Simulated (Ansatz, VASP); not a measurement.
## WS2: VASP beside Ansatz

Contents of POSCAR:

```
WS2
1.0
    3.1699462934      0.0000000000      0.0000000000
   -1.5849731467      2.7452540187      0.0000000000
    0.0000000000      0.0000000000     12.8658026690
W S
2 4
Direct
    0.3333333333      0.6666666667      0.2500000000
    0.6666666667      0.3333333333      0.7500000000
    0.6666666667      0.3333333333      0.3716393713
    0.6666666667      0.3333333333      0.1283606287
    0.3333333333      0.6666666667      0.8716393713
    0.3333333333      0.6666666667      0.6283606287
```

INCAR.step1

```
PREC = Accurate
ENCUT = 550
ISMEAR = -1
SIGMA = 0.02
LREAL = False
LASPH = True
NELM = 200
MAGMOM = 0 0 0 0 0 0 0 0 0 0 0 0 0 0 0 0 0 0
LSORBIT = True
GGA_COMPAT = False
LMAXMIX = 4
NBANDS = 68
GGA = PE
ALGO = Normal
EDIFF = 1E-5
LWAVE = True
LCHARG = False
KPAR = 4
```

Contents of INCAR.step2:

```
PREC = Accurate
ENCUT = 550
EDIFF = 1E-6
ISMEAR = -1
SIGMA = 0.02
LREAL = False
LASPH = True
NELM = 200
ALGO = Normal
ISIF = 2
LWAVE = False
LCHARG = True
MAGMOM = 0 0 0 0 0 0 0 0 0 0 0 0 0 0 0 0 0 0
LORBIT = 11
LSORBIT = True
GGA_COMPAT = False
LORBMOM = True
LMAXMIX = 4
METAGGA = R2SCAN
LMIXTAU = True
LVHAR = True
NBANDS = 68
ISTART = 1
KPAR = 4
```

Contents of KPOINTS:

```
regular mesh
0
Gamma
  12 12 2
```

Input for Ansatz:

```yaml
crystal:
  lattice:
    - [3.1699462934, 0.0, 0.0]
    - [-1.5849731467, 2.7452540187, 0.0]
    - [0.0, 0.0, 12.865802669]
  atoms:
    - { symbol: W, position: [0.3333333333, 0.6666666667, 0.25] }
    - { symbol: W, position: [0.6666666667, 0.3333333333, 0.75] }
    - { symbol: S, position: [0.6666666667, 0.3333333333, 0.3716393713] }
    - { symbol: S, position: [0.6666666667, 0.3333333333, 0.1283606287] }
    - { symbol: S, position: [0.3333333333, 0.6666666667, 0.8716393713] }
    - { symbol: S, position: [0.3333333333, 0.6666666667, 0.6283606287] }
kpoints:
  mp_grid: { grid: [12, 12, 2] }
  band_path:
    path:
      - [0.0, 0.0, 0.0]
      - [0.5, 0.0, 0.0]
      - [0.3333333333, 0.3333333333, 0.0]
      - [0.0, 0.0, 0.5]
      - [0.5, 0.0, 0.5]
      - [0.3333333333, 0.3333333333, 0.5]
      - [0.171875, 0.171875, 0.0]
    npoints: 1
hamiltonian:
  xc: r2scan
scf:
  occupations: { method: fermi_dirac, width: 0.02 }
  n_extra_bands: 10
magnetization:
  noncollinear: true
  spin_orbit: true
output:
  forces: true
  stress: true
  eigenvalues: true
```

Change from the starting cell: uniaxial_z strain +3.0%.

Alike in both runs: task single point; functional r2SCAN; k mesh 12 × 12 × 2; occupations fermi-dirac, width 0.02 eV; non-collinear spin, spin-orbit coupling.

|  | VASP | Ansatz |
| --- | --- | --- |
| version | VASP 6.6.1 | Ansatz 0.2.0 |
| potentials or method | VASP PAW PBE potentials, release 64 (W_sv, S) | plane waves, PAW |
| plane-wave cutoff (eV) | 550 | 500 |
| valence electrons in the cell | 52 | 52 |

VASP gave:

```
pressure (GPa)                                                : 1.1
traceless stress, the component that is largest in VASP (GPa) : -0.80
rms of the force components (eV/Å)                            : 0.001
```

Which values does Ansatz return?

Pressure (GPa): 0.6; traceless stress, the component that is largest in VASP (GPa): -0.68; rms of the force components (eV/Å): 0.025.

VASP's potentials were made for PBE, not for r2SCAN. Atom by atom the forces differ by 0.025 eV/Å (rms over components). The functional is the same, so the differences come from potentials, cutoffs and numerics.
